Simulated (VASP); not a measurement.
The system is AlRu.

```
CELL_PARAMETERS angstrom
2.47438 -4.58905 0.00000
2.47438 4.58905 0.00000
0.00000 0.00000 2.77110
ATOMIC_POSITIONS crystal
Al 0.28153 0.71847 0.50000
Al 0.71847 0.28153 0.50000
Ru 0.50000 0.50000 0.00000
Ru 0.00000 0.00000 0.50000
```

The cell was built from a structure type or drawn by symmetry, and may not be a known phase.

```yaml
Program: VASP 6.6.1
Task: relaxation of cell and atoms
Functional: PBE
Potentials_or_basis: VASP PAW PBE potentials, release 64 (Al, Ru_pv)
Cutoff: 600 eV
k_mesh: 4 × 4 × 6
Occupations: gaussian, width 0.1 eV
Spin: no spin polarisation
```

At the start: pressure -0.1 GPa; volume 15.73 Å³/atom.

Where does the relaxation end?

Over 6 steps the energy falls by 4.7 meV/atom; space group Cmmm (No. 65, to 0.1 Å) before and after.

The path:
```tsv
step	energy change (eV)	largest force (eV/Å)	pressure (GPa)	volume (Å³)
1	0.0000	0.0923	-0.06	62.93
2	-0.0151	0.1587	-0.32	62.87
3	-0.0151	0.1559	-0.33	62.87
4	-0.0175	0.0850	0.55	62.57
5	-0.0175	0.0789	0.62	62.54
6	-0.0187	0.0284	-0.13	62.92
```

Final structure:
```
Al Ru
1.0
     2.43418   -4.57321    0.00000
     2.43418    4.57321    0.00000
     0.00000    0.00000    2.82590
Al Ru
2 2
Direct
  0.28274 0.71726 0.50000
  0.71726 0.28274 0.50000
  0.50000 0.50000 0.00000
  0.00000 0.00000 0.50000
```

Caveat: the k points lie up to 0.37 Å⁻¹ apart in the final cell, too coarse for converged energies and pressures of a metal.
